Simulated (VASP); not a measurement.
Set up this calculation in VASP 6.6.1, as the native input.

```yaml
Task: single point
Functional: PBE
Potentials_or_basis: VASP PAW PBE potentials, release 64 (Hf_pv, Br)
Cutoff: 520 eV
k_mesh: 4 × 4 × 4
Occupations: gaussian, width 0.1 eV
Spin: no spin polarisation
Dipole_correction: no
Further_INCAR_settings: ALGO = Normal; EDIFF = 1e-06; NBANDS = 32
```

The structure of Hf4Br lies in POSCAR:

```
Hf4Br
1.0
    5.2538255893      0.0000000000      0.0000000000
    0.0000000000      5.2538255893      0.0000000000
    0.0000000000      0.0000000000      5.2538255893
Hf Br
4 1
Direct
    0.5000000000      0.5000000000      0.5000000000
    0.0000000000      0.5000000000      0.5000000000
    0.5000000000      0.0000000000      0.5000000000
    0.5000000000      0.5000000000      0.0000000000
    0.0000000000      0.0000000000      0.0000000000
```

These files were run (other wordings do the same):

INCAR

```
SYSTEM = Hf4Br
  ALGO = Normal
  EDIFF = 1E-6
  ENCUT = 520
  GGA = PE
  ISIF = 2
  ISMEAR = 0
  LASPH = .TRUE.
  LCHARG = .FALSE.
  LREAL = .FALSE.
  LWAVE = .FALSE.
  NBANDS = 32
  NELM = 60
  PREC = Accurate
  SIGMA = 0.1
```

KPOINTS

```
k-points
0
G
  4 4 4
  0 0 0
```

Potentials or basis: VASP PAW PBE potentials, release 64 (Hf_pv, Br).

Run with:

```console
$ cat potpaw_PBE.64/Hf_pv/POTCAR potpaw_PBE.64/Br/POTCAR > POTCAR
$ mpirun -np 1 vasp_std > vasp.out
```

Results of the run:

```json
{"Pressure": "-0.2 GPa"}
```

Caveat: an odd number of electrons without spin polarisation forces a metal; a magnetic or distorted state may lie lower.

It took 19 s on 1 thread of Intel(R) Xeon(R) 6975P-C (Granite Rapids), on a shared host, peak memory 0.25 GiB.
